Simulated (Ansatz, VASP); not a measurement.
# One calculation of KF, two programs

```xyz
4
Lattice="3.7769 0.0000 0.0000 -1.8884 3.2709 0.0000 0.0000 0.0000 6.6598" Properties=species:S:1:pos:R:3 pbc="T T T"
K     0.0000    0.0000    0.0000
K     0.0000    0.0000    3.3299
F     0.0000    2.1806    1.6649
F     1.8884    1.0903    4.9948
```

Alike in both runs: task single point; functional PBE; k mesh 6 × 6 × 4; no spin polarisation.

```csv
,VASP,Ansatz
version,VASP 6.6.1,Ansatz 0.2.0
potentials or method,"VASP PAW PBE potentials, release 64 (K_sv, F)","plane waves, PAW"
plane-wave cutoff (eV),520,420
occupations,"gaussian, width 0.01 eV",fixed
valence electrons in the cell,32,32
```

```csv
,VASP,Ansatz,Ansatz less VASP
gap on the k mesh at the Fermi level (eV),5.74,5.76,+0.015
pressure (GPa),-0.8,-0.8,+0.02
"traceless stress, the component that is largest in VASP (GPa)",-0.04,-0.07,-0.029
```
